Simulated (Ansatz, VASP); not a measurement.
**Two plane-wave programs on ScPdSe**

The input INCAR:

```
PREC = Accurate
ENCUT = 600
EDIFF = 1E-6
ISMEAR = 0
SIGMA = 0.1
LREAL = False
LASPH = True
NELM = 60
ALGO = Normal
ISIF = 3
LWAVE = False
LCHARG = False
GGA = PE
IBRION = 2
NSW = 90
EDIFFG = -0.04
```

Contents of KPOINTS:

```
Automatic mesh
0
Gamma
  4 4 4
```

The input POSCAR:

```
ScPdSe
1.0
    3.9692684407      0.0000000000      0.0000000000
    0.0000000000      3.9692684407      0.0000000000
    0.0000000000      0.0000000000      6.8480148153
Sc Pd Se
2 2 2
Direct
    0.5000000000      0.0000000000      0.6480000000
    0.0000000000      0.5000000000      0.3520000000
    0.5000000000      0.0000000000      0.2305000000
    0.0000000000      0.5000000000      0.7695000000
    0.0000000000      0.0000000000      0.0000000000
    0.5000000000      0.5000000000      0.0000000000
```

Input for Ansatz:

```yaml
crystal:
  lattice:
    - [3.9692684407, 0.0, 0.0]
    - [0.0, 3.9692684407, 0.0]
    - [0.0, 0.0, 6.8480148153]
  atoms:
    - { symbol: Sc, position: [0.5, 0.0, 0.648] }
    - { symbol: Sc, position: [0.0, 0.5, 0.352] }
    - { symbol: Pd, position: [0.5, 0.0, 0.2305] }
    - { symbol: Pd, position: [0.0, 0.5, 0.7695] }
    - { symbol: Se, position: [0.0, 0.0, 0.0] }
    - { symbol: Se, position: [0.5, 0.5, 0.0] }
basis:
  ecutwfc: 420
kpoints:
  mp_grid: { grid: [4, 4, 4] }
hamiltonian:
  xc: pbe
scf:
  occupations: { method: gaussian, width: 0.1 }
  lower_state_search: "off"
output:
  forces: true
  stress: true
  eigenvalues: true
relax:
  adjacent_minimum: "off"
  f_tol: 0.04
  max_steps: 70
  cell: { stress_tol: 0.4 }
```

Alike in both runs: task relaxation of cell and atoms; functional PBE; k mesh 4 × 4 × 4; occupations gaussian, width 0.1 eV; no spin polarisation.

|  | VASP | Ansatz |
| --- | --- | --- |
| version | VASP 6.6.1 | Ansatz 0.2.0 |
| potentials or method | VASP PAW PBE potentials, release 64 (Sc_sv, Pd, Se), cutoff 600 eV | scalar-relativistic, plane waves, PAW |
| valence electrons in the cell | 54 | 90 |

```csv
,VASP,Ansatz,Ansatz less VASP
"gap on the k mesh at the Fermi level, each at its own relaxed structure (eV)",none,none,-
relaxed volume (Å³/atom),20.90,20.87,-0.034
relaxed length of the cell vector where the two differ most in proportion (Å),5.614,5.593,-0.0205
```

A gap of «none» marks a metal or a gap that the smearing closes. VASP's potentials hold 54 valence electrons a cell and Ansatz's 90, so a difference there can come from the potentials and not from the codes.

The k mesh is coarse, so the values compare programs but aren't converged. Noted on VASP's run: the volume moved by over 15 % at a fixed basis, so the end points are rough.
